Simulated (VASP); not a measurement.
# Na2S (Fm-3m) in VASP: further runs

The runs below take Na2S through single point, with PBE.

All numbers are computed with VASP 6.6.1; they aren't measurements. Logs are shortened: lines on timing, memory, paths and dates and some standing lists are left out, and cuts for length are marked.

## (1) The cell of the first run

Symmetry: Fm-3m, No. 225, cubic system. The conventional cell has a = 6.511 Å, b = 6.511 Å, c = 6.511 Å, α = 90.00°, β = 90.00°, γ = 90.00°. Within 3.7 Å of Na (site symmetry -43m) lie 4 S at 2.82 Å and 6 Na at 3.26 Å. S (site symmetry m-3m) has 8 Na at 2.82 Å within 3.7 Å.

## (2) Single point, PBE

The input, INCAR:

```
SYSTEM = Na2S
ALGO     = Normal         ! electronic algorithm
EDIFF    = 1E-6           ! SCF threshold, eV
ENCUT    = 500            ! plane-wave cutoff, eV
GGA      = PE             ! functional
GGA_COMPAT= .False.      
ISIF     = 2              ! what is computed and relaxed
ISMEAR   = 0              ! smearing method
LASPH    = .True.         ! aspherical terms in the spheres
LCHARG   = .False.        ! write CHGCAR
LREAL    = .False.        ! projectors in reciprocal space
LWAVE    = .False.        ! write WAVECAR
NBANDS   = 17             ! bands
NELM     = 120            ! most SCF steps
PREC     = Accurate       ! precision mode
SIGMA    = 0.01           ! smearing width, eV
```

The input, KPOINTS:

```
k-points
0
Gamma
  6 6 6
  0 0 0
```

The input, POSCAR:

```
Na2S
1.0
    0.0000000000      3.2554374458      3.2554374458
    3.2554374458      0.0000000000      3.2554374458
    3.2554374458      3.2554374458      0.0000000000
Na S
2 1
Direct
    0.2500000000      0.2500000000      0.2500000000
    0.7500000000      0.7500000000      0.7500000000
    0.0000000000      0.0000000000      0.0000000000
```

Potentials or basis: VASP PAW PBE potentials, release 64 (Na_pv, S).

Command:

```sh
> cat potpaw_PBE.64/Na_pv/POTCAR potpaw_PBE.64/S/POTCAR > POTCAR
> mpirun -np 1 vasp_std > vasp.out
```

OUTCAR:

```text
SYSTEM = Na2S
   EDIFF = 1E-6
   ENCUT = 500
   GGA = PE
   ISIF = 2
   ISMEAR = 0
   LASPH = .True.
   LREAL = .False.
   NELM = 120
   PREC = Accurate

 ion  position               nearest neighbor table
   1  0.250  0.250  0.250-
   2  0.750  0.750  0.750-
   3  0.000  0.000  0.000-

  LATTYP: Found a face centered cubic cell.
 ALAT       =     6.5108748916

  Lattice vectors:

 A1 = (   0.0000000000,   3.2554374458,   3.2554374458)
 A2 = (   3.2554374458,   0.0000000000,   3.2554374458)
 A3 = (   3.2554374458,   3.2554374458,   0.0000000000)

Analysis of symmetry for initial positions (statically):
=====================================================================
 Subroutine PRICEL returns:
 Original cell was already a primitive cell.

 Routine SETGRP: Setting up the symmetry group for a
 face centered cubic supercell.

 Subroutine GETGRP returns: Found 48 space group operations
 (whereof 48 operations were pure point group operations)
 out of a pool of 48 trial point group operations.

The static configuration has the point symmetry O_h .

Analysis of symmetry for dynamics (positions and initial velocities):
=====================================================================
 Subroutine PRICEL returns:
 Original cell was already a primitive cell.

 Routine SETGRP: Setting up the symmetry group for a
 face centered cubic supercell.

 Subroutine GETGRP returns: Found 48 space group operations
 (whereof 48 operations were pure point group operations)
 out of a pool of 48 trial point group operations.

The dynamic configuration has the point symmetry O_h .

 Subroutine INISYM returns: Found 48 space group operations
 (whereof 48 operations are pure point group operations),
 and found     1 'primitive' translations

----------------------------------------------------------------------------------------

                                     Primitive cell

  volume of cell :      69.0014

  direct lattice vectors                    reciprocal lattice vectors
     0.000000000  3.255437446  3.255437446    -0.153589190  0.153589190  0.153589190
     3.255437446  0.000000000  3.255437446     0.153589190 -0.153589190  0.153589190
     3.255437446  3.255437446  0.000000000     0.153589190  0.153589190 -0.153589190

  length of vectors
     4.603883787  4.603883787  4.603883787     0.266024280  0.266024280  0.266024280

  position of ions in fractional coordinates (direct lattice)
     0.250000000  0.250000000  0.250000000
     0.750000000  0.750000000  0.750000000
     0.000000000  0.000000000  0.000000000

  ion indices of the primitive-cell ions
   primitive index   ion index
                 1           1
                 2           2
                 3           3

----------------------------------------------------------------------------------------

 KPOINTS: k-points

Automatic generation of k-mesh.
 Grid dimensions read from file:
 generate k-points for:    6    6    6

 Generating k-lattice:

  Cartesian coordinates                     Fractional coordinates (reciprocal lattice)
    -0.025598198  0.025598198  0.025598198     0.166666667  0.000000000  0.000000000
     0.025598198 -0.025598198  0.025598198     0.000000000  0.166666667  0.000000000
     0.025598198  0.025598198 -0.025598198     0.000000000  0.000000000  0.166666667

  Length of vectors
     0.044337380  0.044337380  0.044337380

  Shift w.r.t. Gamma in fractional coordinates (k-lattice)
     0.000000000  0.000000000  0.000000000

 Subroutine IBZKPT returns following result:
 ===========================================

 Found     16 irreducible k-points:

 Following reciprocal coordinates:
            Coordinates               Weight
  0.000000  0.000000  0.000000      1.000000
  0.166667  0.000000  0.000000      8.000000
  0.333333  0.000000  0.000000      8.000000
  0.500000  0.000000  0.000000      4.000000
  0.166667  0.166667  0.000000      6.000000
  0.333333  0.166667  0.000000     24.000000
[... 8 lines left out ...]
 -0.333333  0.333333  0.166667     24.000000
 -0.333333  0.500000  0.166667     12.000000
   k-points           NKPTS =     16   k-points in BZ     NKDIM =     16   number of bands    NBANDS=     17
   number of dos      NEDOS =    301   number of ions     NIONS =      3
   total plane-waves  NPLWV =  46656
   dimension x,y,z NGX =    36 NGY =   36 NGZ =   36
   dimension x,y,z NGXF=    72 NGYF=   72 NGZF=   72
   ions per type =               2   1
   NGX,Y,Z   is equivalent  to a cutoff of  13.00, 13.00, 13.00 a.u.
   NGXF,Y,Z  is equivalent  to a cutoff of  26.00, 26.00, 26.00 a.u.
 SYSTEM =  Na2S
   PREC   = accura    normal or accurate (medium, high low for compatibility)
   ISTART =      0    job   : 0-new  1-cont  2-samecut
   ICHARG =      2    charge: 1-file 2-atom 10-const
   ISPIN  =      1    spin polarized calculation?
   LNONCOLLINEAR =      F non collinear calculations
   LSORBIT =      F    spin-orbit coupling
   LASPH  =      T    aspherical Exc in radial PAW
   ENCUT  =  500.0 eV  36.75 Ry    6.06 a.u.   8.39  8.39  8.39*2*pi/ulx,y,z
   NELM   =    120;   NELMIN=  2; NELMDL= -5     # of ELM steps
   EDIFF  = 0.1E-05   stopping-criterion for ELM
   LREAL  =      F    real-space projection
   EDIFFG = 0.1E-04   stopping-criterion for IOM
   NSW    =      0    number of steps for IOM
   IBRION =     -1    ionic relax: 0-MD 1-quasi-New 2-CG
   NFREE  =      0    steps in history (QN), initial steepest desc. (CG)
   ISIF   =      2    stress and relaxation
   ISYM   =      2    0-nonsym 1-usesym 2-fastsym
   POTIM  = 0.5000    time-step for ionic-motion
   TEBEG  =    0.0;   TEEND  =   0.0 temperature during run
   PSTRESS=    0.0 pullay stress
   NELECT =      20.0000    total number of electrons
   NUPDOWN=      -1.0000    fix difference up-down
   EMIN   =  10.00;   EMAX   =-10.00  energy-range for DOS
   EFERMI =   0.00;   METHOD = LEGACY
   ISMEAR =     0;   SIGMA  =   0.01  broadening in eV -4-tet -1-fermi 0-gaus
   EFERMI_NEDOS =   21; number of points for ismear=-14 and -15
   IALGO  =     38    algorithm
   IMIX   =      4    mixing-type and parameters
     AMIX     =   0.40;   BMIX     =  1.00
     AMIX_MAG =   1.60;   BMIX_MAG =  1.00
  volume/ion in A,a.u.               =      23.00       155.21
  Fermi-wavevector in a.u.,A,eV,Ry     =   1.083425  2.047376 15.970648  1.173809
  Thomas-Fermi vector in A             =   2.219491
   LORBIT       =      0    0 simple, 1 ext, 2 COOP (PROOUT), +10 PAW based schemes
   GGA     = PE    functional components
   LHFCALC =     F    Hartree Fock is set to
   AEXX    =    0.0000 exact exchange contribution
   IVDW    =     0    specifies the selected vdW correction
   LEPSILON=     F    determine dielectric tensor
   LRPA    =     F    only Hartree local field effects (RPA)
 non-spin polarized calculation
 Gauss-broadening in eV      SIGMA  =   0.01
  energy-cutoff  :      500.00
  volume of cell :       69.00
 maximum number of plane-waves:      1807
 NGX is ok and might be reduce to    36
   NGX = 17   NGY = 17   NGZ = 17

 number of electron      19.9999984 magnetization

 Free energy of the ion-electron system (eV)
  ---------------------------------------------------
  ext. energy  EPLUGINS =         0.00000000
  ---------------------------------------------------
  free energy    TOTEN  =        -9.97119753 eV

  energy without entropy =       -9.97119753  energy(sigma->0) =       -9.97119753

 E-fermi :   0.3313     XC(G=0):  -7.8742

 val. band max:        0.2470570537   @ k =   0.0000   0.0000   0.0000
 cond. band min:       2.7791712770   @ k =   0.0000   0.0000   0.0000
 fundamental gap:      2.5321142233
 Fermi energy:         0.3313396257

 k-point     1 :       0.0000    0.0000    0.0000
  band No.  band energies     occupation
      1     -21.9648      2.00000
      2     -21.9648      2.00000
      3     -21.9648      2.00000
      4     -21.9088      2.00000
      5     -21.9088      2.00000
      6     -21.9088      2.00000
[... 9 lines left out ...]
     16       9.6362      0.00000
     17      11.5451      0.00000

 k-point     2 :       0.1667    0.0000    0.0000
  band No.  band energies     occupation
      1     -21.9624      2.00000
      2     -21.9613      2.00000
      3     -21.9613      2.00000
      4     -21.9145      2.00000
      5     -21.9128      2.00000
      6     -21.9128      2.00000
[... 9 lines left out ...]
     16       9.1887      0.00000
     17      10.9008      0.00000

 k-point     3 :       0.3333    0.0000    0.0000
  band No.  band energies     occupation
      1     -21.9553      2.00000
      2     -21.9515      2.00000
      3     -21.9515      2.00000
      4     -21.9281      2.00000
      5     -21.9234      2.00000
      6     -21.9234      2.00000
[... 9 lines left out ...]
     16      10.0659      0.00000
     17      10.7117      0.00000

 k-point     4 :       0.5000    0.0000    0.0000
  band No.  band energies     occupation
      1     -21.9462      2.00000
      2     -21.9406      2.00000
      3     -21.9386      2.00000
      4     -21.9386      2.00000
      5     -21.9369      2.00000
      6     -21.9369      2.00000
[... 9 lines left out ...]
     16      11.7123      0.00000
     17      11.7123      0.00000

 k-point     5 :       0.1667    0.1667    0.0000
  band No.  band energies     occupation
      1     -21.9677      2.00000
      2     -21.9677      2.00000
      3     -21.9473      2.00000
      4     -21.9298      2.00000
      5     -21.9069      2.00000
      6     -21.9069      2.00000
[... 9 lines left out ...]
     16      10.0043      0.00000
     17      12.1568      0.00000

 k-point     6 :       0.3333    0.1667    0.0000
  band No.  band energies     occupation
      1     -21.9673      2.00000
      2     -21.9662      2.00000
      3     -21.9492      2.00000
      4     -21.9309      2.00000
      5     -21.9102      2.00000
      6     -21.9093      2.00000
[... 9 lines left out ...]
     16      10.6645      0.00000
     17      11.6356      0.00000

 k-point     7 :       0.5000    0.1667    0.0000
  band No.  band energies     occupation
      1     -21.9660      2.00000
      2     -21.9591      2.00000
      3     -21.9568      2.00000
      4     -21.9217      2.00000
      5     -21.9192      2.00000
      6     -21.9160      2.00000
[... 9 lines left out ...]
     16      11.7132      0.00000
     17      12.2945      0.00000

 k-point     8 :      -0.3333    0.1667    0.0000
  band No.  band energies     occupation
      1     -21.9727      2.00000
      2     -21.9463      2.00000
      3     -21.9419      2.00000
      4     -21.9364      2.00000
      5     -21.9336      2.00000
      6     -21.9065      2.00000
[... 9 lines left out ...]
     16      11.2676      0.00000
     17      12.0651      0.00000
[... 43 lines left out ...]
      1     -21.9850      2.00000
      2     -21.9720      2.00000
      3     -21.9711      2.00000
      4     -21.9067      2.00000
      5     -21.9060      2.00000
      6     -21.9001      2.00000
[... 9 lines left out ...]
     16      12.0042      0.00000
     17      12.3750      0.00000

 k-point    12 :      -0.3333    0.3333    0.0000
  band No.  band energies     occupation
      1     -21.9850      2.00000
      2     -21.9626      2.00000
      3     -21.9595      2.00000
      4     -21.9192      2.00000
      5     -21.9171      2.00000
      6     -21.8978      2.00000
[... 9 lines left out ...]
     16      10.3849      0.00000
     17      13.4843      0.00000

 k-point    13 :       0.5000    0.5000    0.0000
  band No.  band energies     occupation
      1     -21.9923      2.00000
      2     -21.9765      2.00000
      3     -21.9765      2.00000
      4     -21.9012      2.00000
      5     -21.9012      2.00000
      6     -21.8944      2.00000
[... 9 lines left out ...]
     16      12.0606      0.00000
     17      12.3118      0.00000

 k-point    14 :       0.5000    0.3333    0.1667
  band No.  band energies     occupation
      1     -21.9777      2.00000
      2     -21.9678      2.00000
      3     -21.9552      2.00000
      4     -21.9225      2.00000
      5     -21.9141      2.00000
      6     -21.9013      2.00000
[... 9 lines left out ...]
     16      11.4073      0.00000
     17      12.3727      0.00000

 k-point    15 :      -0.3333    0.3333    0.1667
  band No.  band energies     occupation
      1     -21.9808      2.00000
      2     -21.9757      2.00000
      3     -21.9392      2.00000
      4     -21.9391      2.00000
      5     -21.9036      2.00000
      6     -21.9028      2.00000
[... 9 lines left out ...]
     16      10.9216      0.00000
     17      12.3381      0.00000

 k-point    16 :      -0.3333    0.5000    0.1667
  band No.  band energies     occupation
      1     -21.9890      2.00000
      2     -21.9798      2.00000
      3     -21.9578      2.00000
      4     -21.9201      2.00000
      5     -21.8995      2.00000
      6     -21.8961      2.00000
[... 9 lines left out ...]
     16      11.4909      0.00000
     17      12.2701      0.00000

------------------------ aborting loop because EDIFF is reached ----------------------------------------

  FORCE on cell =-STRESS in cart. coord.  units (eV):
  Direction    XX          YY          ZZ          XY          YZ          ZX
  --------------------------------------------------------------------------------------
  -------------------------------------------------------------------------------------
  Total        0.3465005      0.3465005      0.3465005      0.0000000     -0.0000000      0.0000000
  in kB        8.0455620      8.0455620      8.0455620      0.0000000     -0.0000000      0.0000000
  external PRESSURE =       8.0455620 kB  Pullay stress =       0.0000000 kB

 VOLUME and BASIS-vectors are now :
 -----------------------------------------------------------------------------
  energy-cutoff  :      500.00
  volume of cell :       69.00
      direct lattice vectors                 reciprocal lattice vectors
     0.000000000  3.255437446  3.255437446    -0.153589190  0.153589190  0.153589190
     3.255437446  0.000000000  3.255437446     0.153589190 -0.153589190  0.153589190
     3.255437446  3.255437446  0.000000000     0.153589190  0.153589190 -0.153589190

 POSITION                                       TOTAL-FORCE (eV/Angst)
 -----------------------------------------------------------------------------------
      1.62772      1.62772      1.62772        -0.000000     -0.000000     -0.000000
      4.88316      4.88316      4.88316         0.000000      0.000000      0.000000
      0.00000      0.00000      0.00000        -0.000000     -0.000000     -0.000000
 -----------------------------------------------------------------------------------
    total drift:                                0.000000      0.000000      0.000000

  FREE ENERGIE OF THE ION-ELECTRON SYSTEM (eV)
  ---------------------------------------------------
  free  energy   TOTEN  =        -9.9711975320 eV

  energy  without entropy=       -9.9711975320  energy(sigma->0) =       -9.97119753
```

Wall time 18 s (1 thread of Intel Xeon Platinum 8259CL at 2.50GHz (Skylake/Cascade Lake), shared host); peak memory 0.19 GiB.

Results:

```
Free energy            : -9.9712 eV
Pressure               : 0.8 GPa
Band gap on the k mesh : 2.53 eV
```

## (3) Single point, PBE

The input, INCAR:

```
  PREC = Accurate
  ENCUT = 500
  EDIFF = 1E-6
  ISMEAR = 0
  SIGMA = 0.01
  LREAL = F
  LASPH = T
  NELM = 120
  ALGO = Normal
  ISIF = 2
  LWAVE = F
  LCHARG = F
  GGA = PE
  NBANDS = 17
  GGA_COMPAT = F
```

The input, KPOINTS:

```
regular mesh
0
Gamma
  6 6 6
```

POSCAR is that of step 2.

Potentials or basis: VASP PAW PBE potentials, release 64 (Na_pv, S).

Command:

```sh
> cat potpaw_PBE.64/Na_pv/POTCAR potpaw_PBE.64/S/POTCAR > POTCAR
> mpirun -np 1 vasp_std > vasp.out
```

Wall time 18 s (1 thread of Intel Xeon Platinum 8259CL at 2.50GHz (Skylake/Cascade Lake), shared host); peak memory 0.19 GiB.

It converged, with:

| Property | Result |
| --- | --- |
| Free energy | -9.9712 eV |
| Pressure | 0.8 GPa |
| Band gap on the k mesh | 2.53 eV |

Levels at points of the mesh, in eV from the valence-band top:
| k point | band 7 | band 8 | band 9 | band 10 | band 11 | band 12 | band 13 | band 14 |
| --- | --- | --- | --- | --- | --- | --- | --- | --- |
| (0.00, 0.00, 0.00) | -10.16 | 0.00 | 0.00 | 0.00 | 2.53 | 7.79 | 7.79 | 7.79 |
| (0.50, 0.00, 0.00) | -9.91 | -1.66 | -0.13 | -0.13 | 4.85 | 6.51 | 7.18 | 7.18 |
| (0.50, 0.50, 0.00) | -9.83 | -1.49 | -0.46 | -0.46 | 3.85 | 6.05 | 8.57 | 9.86 |

## (4) Single point, PBE

The input, INCAR:

```
PREC = Accurate
ENCUT = 500
EDIFF = 1E-6
ISMEAR = 0
SIGMA = 0.01
LREAL = False
LASPH = True
NELM = 120
ALGO = Normal
ISIF = 2
LWAVE = False
LCHARG = False
GGA = PE
NBANDS = 17
GGA_COMPAT = False
```

The input, KPOINTS:

```
regular mesh
0
Gamma
  8 8 8
```

POSCAR is that of step 3.

Command:

```sh
> cat potpaw_PBE.64/Na_pv/POTCAR potpaw_PBE.64/S/POTCAR > POTCAR
> mpirun -np 1 vasp_std > vasp.out
```

It took 25 s on 1 thread of Intel Xeon Platinum 8259CL at 2.50GHz (Skylake/Cascade Lake), shared host; peak memory 0.2 GiB.

It converged, with:

* Free energy: -9.9713 eV
* Pressure: 0.8 GPa
* Band gap on the k mesh: 2.53 eV

Levels at points of the mesh, in eV from the valence-band top:
| k point | band 7 | band 8 | band 9 | band 10 | band 11 | band 12 | band 13 | band 14 |
| --- | --- | --- | --- | --- | --- | --- | --- | --- |
| (0.00, 0.00, 0.00) | -10.16 | 0.00 | 0.00 | 0.00 | 2.53 | 7.79 | 7.79 | 7.79 |
| (0.50, 0.00, 0.00) | -9.91 | -1.66 | -0.13 | -0.13 | 4.85 | 6.51 | 7.18 | 7.18 |
| (0.50, 0.50, 0.00) | -9.83 | -1.49 | -0.46 | -0.46 | 3.85 | 6.05 | 8.57 | 9.86 |

A k mesh can miss the band edges.
